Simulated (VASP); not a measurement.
Here is a VASP 6.6.1 calculation.

INCAR

```
SYSTEM = Hg
PREC     = Accurate       ! precision mode
ENCUT    = 520            ! plane-wave cutoff, eV
EDIFF    = 1E-6           ! SCF threshold, eV
ISMEAR   = -1             ! smearing method
SIGMA    = 0.03           ! smearing width, eV
LREAL    = .False.        ! projectors in reciprocal space
LASPH    = .True.         ! aspherical terms in the spheres
NELM     = 60             ! most SCF steps
ALGO     = Normal         ! electronic algorithm
ISIF     = 2              ! what is computed and relaxed
LWAVE    = .False.        ! write WAVECAR
LCHARG   = .True.         ! write CHGCAR
LELF     = .True.         ! ELF
LVHAR    = .True.       
NBANDS   = 12             ! bands
```

The input KPOINTS:

```
regular mesh
0
Gamma
  12 12 12
  0 0 0
```

POSCAR

```
Hg
1.0
    1.7527662299      1.0119600547      2.2633981081
   -1.7527662299      1.0119600547      2.2633981081
    0.0000000000     -2.0239201093      2.2633981081
Hg
1
Direct
    0.0000000000      0.0000000000      0.0000000000
```

Potentials or basis: VASP PAW LDA potentials, release 64 (Hg).

Command:

```bash
$ cat potpaw_LDA.64/Hg/POTCAR > POTCAR
$ mpirun -np 1 vasp_std > vasp.out
```

Predict the band gap on the k mesh.

zero (band 6 reaches 3.41 eV, above the bottom of band 7 at 0.47 eV).

Estimate the pressure.

-2.6 GPa.

Stress tensor (GPa, compression positive):
```
-2.05  0.00  0.00
 0.00 -2.05  0.00
 0.00  0.00 -3.77
```

Caveat: spin-orbit coupling is left out, which moves the levels of the heavy elements.
